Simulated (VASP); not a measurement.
# Li (P6_3/mmc) in VASP: a series of runs

The runs below take Li through single point, with PBE.

Everything below comes from runs of VASP 6.6.1. Logs are shortened: lines on timing, memory, paths and dates and some standing lists are left out, and cuts for length are marked.

### Step 1. The cell of the first run

The structure is hexagonal, space group P6_3/mmc (No. 194). Conventional cell: a = 2.280 Å, b = 2.280 Å, c = 3.787 Å, α = 90.00°, β = 90.00°, γ = 120.00°. Li (site symmetry -6m2) has 12 Li at 2.28 to 2.31 Å within 3.0 Å.

### Step 2. Single point, PBE

INCAR

```
  PREC = Accurate
  ENCUT = 520
  EDIFF = 1E-6
  ISMEAR = -1
  SIGMA = 0.08
  LREAL = False
  LASPH = True
  NELM = 80
  ALGO = Normal
  ISIF = 2
  LWAVE = False
  LCHARG = True
  GGA = PE
  LELF = True
  LVHAR = True
  NBANDS = 10
```

KPOINTS

```
Automatic mesh
0
Gamma
  19 19 10
```

POSCAR

```
Li
1.0
    2.2795214480      0.0000000000      0.0000000000
   -1.1397607240      1.9741234824      0.0000000000
    0.0000000000      0.0000000000      3.7874048632
Li
2
Direct
    0.3333333333      0.6666666667      0.2500000000
    0.6666666667      0.3333333333      0.7500000000
```

Potentials or basis: VASP PAW PBE potentials, release 64 (Li_sv).

Run with:

```console
cat potpaw_PBE.64/Li_sv/POTCAR > POTCAR
mpirun -np 1 vasp_std > vasp.out
```

OUTCAR:

```text
PREC = Accurate
   ENCUT = 520
   EDIFF = 1E-6
   ISMEAR = -1
   LREAL = False
   LASPH = True
   NELM = 80
   ISIF = 2
   GGA = PE

 ion  position               nearest neighbor table
   1  0.333  0.667  0.250-   2 2.31   2 2.31   2 2.31   2 2.31   2 2.31   2 2.31
   2  0.667  0.333  0.750-   1 2.31   1 2.31   1 2.31   1 2.31   1 2.31   1 2.31

  LATTYP: Found a hexagonal cell.
 ALAT       =     2.2795214480
 C/A-ratio  =     1.6614912163

  Lattice vectors:

 A1 = (   2.2795214480,   0.0000000000,   0.0000000000)
 A2 = (  -1.1397607240,   1.9741234824,   0.0000000000)
 A3 = (   0.0000000000,   0.0000000000,   3.7874048632)

Analysis of symmetry for initial positions (statically):
=====================================================================
 Subroutine PRICEL returns:
 Original cell was already a primitive cell.

 Routine SETGRP: Setting up the symmetry group for a
 hexagonal supercell.

 Subroutine GETGRP returns: Found 24 space group operations
 (whereof 12 operations were pure point group operations)
 out of a pool of 24 trial point group operations.

The static configuration has the point symmetry D_3d.
 The point group associated with its full space group is D_6h.

Analysis of symmetry for dynamics (positions and initial velocities):
=====================================================================
 Subroutine PRICEL returns:
 Original cell was already a primitive cell.

 Routine SETGRP: Setting up the symmetry group for a
 hexagonal supercell.

 Subroutine GETGRP returns: Found 24 space group operations
 (whereof 12 operations were pure point group operations)
 out of a pool of 24 trial point group operations.

The dynamic configuration has the point symmetry D_3d.
 The point group associated with its full space group is D_6h.

 Subroutine INISYM returns: Found 24 space group operations
 (whereof 12 operations are pure point group operations),
 and found     1 'primitive' translations

----------------------------------------------------------------------------------------

                                     Primitive cell

  volume of cell :      17.0435

  direct lattice vectors                    reciprocal lattice vectors
     2.279521448  0.000000000  0.000000000     0.438688568  0.253276963  0.000000000
    -1.139760724  1.974123482  0.000000000     0.000000000  0.506553926  0.000000000
     0.000000000  0.000000000  3.787404863     0.000000000  0.000000000  0.264033035

  length of vectors
     2.279521448  2.279521448  3.787404863     0.506553926  0.506553926  0.264033035

[... 80 lines left out ...]
   EDIFF  = 0.1E-05   stopping-criterion for ELM
   LREAL  =      F    real-space projection
[... 7 lines left out ...]
   TEBEG  =    0.0;   TEEND  =   0.0 temperature during run
   PSTRESS=    0.0 pullay stress
   NELECT =       6.0000    total number of electrons
   NUPDOWN=      -1.0000    fix difference up-down
   EMIN   =  10.00;   EMAX   =-10.00  energy-range for DOS
   EFERMI =   0.00;   METHOD = LEGACY
   ISMEAR =    -1;   SIGMA  =   0.08  broadening in eV -4-tet -1-fermi 0-gaus
   EFERMI_NEDOS =   21; number of points for ismear=-14 and -15
   IALGO  =     38    algorithm
   IMIX   =      4    mixing-type and parameters
     AMIX     =   0.40;   BMIX     =  1.00
     AMIX_MAG =   1.60;   BMIX_MAG =  1.00
  volume/ion in A,a.u.               =       8.52        57.51
  Fermi-wavevector in a.u.,A,eV,Ry     =   1.155949  2.184427 18.180351  1.336218
  Thomas-Fermi vector in A             =   2.292573
   LORBIT       =      0    0 simple, 1 ext, 2 COOP (PROOUT), +10 PAW based schemes
   GGA     = PE    functional components
   LHFCALC =     F    Hartree Fock is set to
   AEXX    =    0.0000 exact exchange contribution
   IVDW    =     0    specifies the selected vdW correction
   LEPSILON=     F    determine dielectric tensor
   LRPA    =     F    only Hartree local field effects (RPA)
 non-spin polarized calculation
  energy-cutoff  :      520.00
  volume of cell :       17.04
 maximum number of plane-waves:       476
 NGX is ok and might be reduce to    18
   NGX =  9   NGY =  9   NGZ = 15

 number of electron       5.9999991 magnetization

 Free energy of the ion-electron system (eV)
  ---------------------------------------------------
  ext. energy  EPLUGINS =         0.00000000
  ---------------------------------------------------
  free energy    TOTEN  =        -1.86013393 eV

  energy without entropy =       -1.84307831  energy(sigma->0) =       -1.85160612

 E-fermi :   4.1957     XC(G=0):  -9.5284

 val. band max:        4.1728293784   @ k =   0.4211   0.1053   0.2000
 cond. band min:       4.2136706053   @ k =   0.1579   0.1579   0.3000
 fundamental gap:      0.0408412270
 Fermi energy:         4.1957444880

 k-point     1 :       0.0000    0.0000    0.0000
  band No.  band energies     occupation
      1     -41.5604      2.00000
      2     -41.2085      2.00000
      3       0.2014      2.00000
      4       3.3988      1.99991
      5      11.4375      0.00000
      6      27.0378      0.00000
      7      27.0379      0.00000
      8      29.3264      0.00000
      9      29.3265      0.00000
     10      29.8648      0.00000
[... 287 lines left out ...]
 k-point    24 :       0.3158    0.1053    0.0000
  band No.  band energies     occupation
      1     -41.2456      2.00000
      2     -41.0880      2.00000
      3       2.7129      2.00000
      4       8.7063      0.00000
      5       8.8503      0.00000
      6      14.9215      0.00000
      7      18.0147      0.00000
      8      18.8949      0.00000
      9      24.1609      0.00000
     10      27.0389      0.00000

 [... further k-points ...]

------------------------ aborting loop because EDIFF is reached ----------------------------------------

  FORCE on cell =-STRESS in cart. coord.  units (eV):
  Direction    XX          YY          ZZ          XY          YZ          ZX
  --------------------------------------------------------------------------------------
  -------------------------------------------------------------------------------------
  Total        5.3905664      5.3905664      5.3958930      0.0000000     -0.0000000      0.0000000
  in kB      506.7400775    506.7400775    507.2408074      0.0000000     -0.0000000      0.0000000
  external PRESSURE =     506.9069875 kB  Pullay stress =       0.0000000 kB

 VOLUME and BASIS-vectors are now :
 -----------------------------------------------------------------------------
  energy-cutoff  :      520.00
  volume of cell :       17.04
      direct lattice vectors                 reciprocal lattice vectors
     2.279521448  0.000000000  0.000000000     0.438688568  0.253276963  0.000000000
    -1.139760724  1.974123482  0.000000000     0.000000000  0.506553926  0.000000000
     0.000000000  0.000000000  3.787404863     0.000000000  0.000000000  0.264033035

 POSITION                                       TOTAL-FORCE (eV/Angst)
 -----------------------------------------------------------------------------------
     -0.00000      1.31608      0.94685         0.000000     -0.000000      0.000000
      1.13976      0.65804      2.84055        -0.000000      0.000000     -0.000000
 -----------------------------------------------------------------------------------
    total drift:                               -0.000000      0.000000      0.000000

  FREE ENERGIE OF THE ION-ELECTRON SYSTEM (eV)
  ---------------------------------------------------
  free  energy   TOTEN  =        -1.8601339298 eV

  energy  without entropy=       -1.8430783110  energy(sigma->0) =       -1.85160612
```

stdout:

```text
POSCAR found type information on POSCAR Li
 POSCAR found :  1 types and       2 ions
 scaLAPACK will be used
 LDA part: xc-table for (Slater+PW92), standard interpolation
 POSCAR, INCAR and KPOINTS ok, starting setup
 FFT: planning ... GRIDC
 FFT: planning ... GRID_SOFT
 FFT: planning ... GRID
 WAVECAR not read
 entering main loop
```

It took 27 s on 1 thread of Intel Xeon 6975P-C, shared host; peak memory 0.14 GiB.

What came out:

- Free energy: -1.8601 eV
- Band gap on the k mesh: zero (band 3 reaches 7.33 eV, above the bottom of band 4 at 1.28 eV)

Caveat: the cutoff is under 1.25 times the usual one of these potentials, so pressure, stress and relaxed cells hold a basis-set (Pulay) error.

### Step 3. Single point, PBE

INCAR

```
SYSTEM = Li
  ALGO = Normal
  EDIFF = 1E-6
  ENCUT = 520
  GGA = PE
  ISIF = 2
  ISMEAR = -1
  LASPH = .True.
  LCHARG = .False.
  LREAL = .False.
  LWAVE = .False.
  NBANDS = 10
  NELM = 60
  PREC = Accurate
  SIGMA = 0.08
```

KPOINTS

```
k-points
0
Gamma
  19 19 10
  0 0 0
```

POSCAR is that of step 2.

Potentials or basis: VASP PAW PBE potentials, release 64 (Li_sv).

Run with:

```console
cat potpaw_PBE.64/Li_sv/POTCAR > POTCAR
mpirun -np 1 vasp_std > vasp.out
```

Wall time 23 s (1 thread of Intel Xeon 6975P-C, shared host); peak memory 0.14 GiB.

The run converged. Its results:

- Free energy: -1.8601 eV
- Band gap on the k mesh: zero (band 3 reaches 7.33 eV, above the bottom of band 4 at 1.28 eV)

Levels at points of the mesh, in eV from the Fermi level:
| k point | band 1 | band 2 | band 3 | band 4 | band 5 | band 6 |
| --- | --- | --- | --- | --- | --- | --- |
| (0.00, 0.00, 0.00) | -45.76 | -45.40 | -3.99 | -0.80 | 7.24 | 22.84 |
| (0.00, 0.00, 0.50) | -45.58 | -45.58 | -2.92 | -2.92 | 14.24 | 14.24 |

Caveat: the cutoff is under 1.25 times the usual one of these potentials, so pressure, stress and relaxed cells hold a basis-set (Pulay) error.
